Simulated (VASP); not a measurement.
Write the native input for VASP 6.6.1 that does the following.

```
Task                   : single point
Functional             : PBEsol
Potentials or basis    : VASP PAW PBE potentials, release 64 (Na_pv, F)
Cutoff                 : 520 eV
k mesh                 : 8 × 8 × 8
Occupations            : gaussian, width 0.05 eV
Spin                   : no spin polarisation
Dipole correction      : no
Further INCAR settings : ALGO = Normal; EDIFF = 1e-06; NBANDS = 14
```

The structure of NaF lies in POSCAR:

```
NaF
1.0
    0.0000000000      2.3233000000      2.4046155000
    2.3233000000      0.0000000000      2.4046155000
    2.3233000000      2.3233000000      0.0000000000
Na F
1 1
Direct
    0.0000000000      0.0000000000      0.0000000000
    0.5000000000      0.5000000000      0.5000000000
```

This cell differs from its parent crystal: strain +0.0350 x Voigt [0, 0, 1, 0, 0, 0].

These files were run (other wordings do the same):

INCAR

```
SYSTEM = NaF
PREC     = Accurate       ! precision mode
ENCUT    = 520            ! plane-wave cutoff, eV
EDIFF    = 1E-6           ! SCF threshold, eV
ISMEAR   = 0              ! smearing method
SIGMA    = 0.05           ! smearing width, eV
LREAL    = .FALSE.        ! projectors in reciprocal space
LASPH    = .TRUE.         ! aspherical terms in the spheres
NELM     = 100            ! most SCF steps
ALGO     = Normal         ! electronic algorithm
ISIF     = 2              ! what is computed and relaxed
LWAVE    = .FALSE.        ! write WAVECAR
LCHARG   = .FALSE.        ! write CHGCAR
GGA      = PS             ! functional
NBANDS   = 14             ! bands
```

KPOINTS

```
Automatic mesh
0
G
  8 8 8
  0 0 0
```

Potentials or basis: VASP PAW PBE potentials, release 64 (Na_pv, F).

Command:

```sh
$ cat potpaw_PBE.64/Na_pv/POTCAR potpaw_PBE.64/F/POTCAR > POTCAR
$ mpirun -np 1 vasp_std > vasp.out
```

Results of the run:

- Pressure: -2.0 GPa
- Band gap on the k mesh: 5.94 eV, direct

Caveat: the cell differs from its parent crystal (strain +0.0350 x Voigt [0, 0, 1, 0, 0, 0]); the PAW data sets were made with another functional, which shifts forces and pressure a little.

It took 53 s on 1 thread of Intel Xeon 8259CL, with other jobs on the host, peak memory 0.15 GiB.
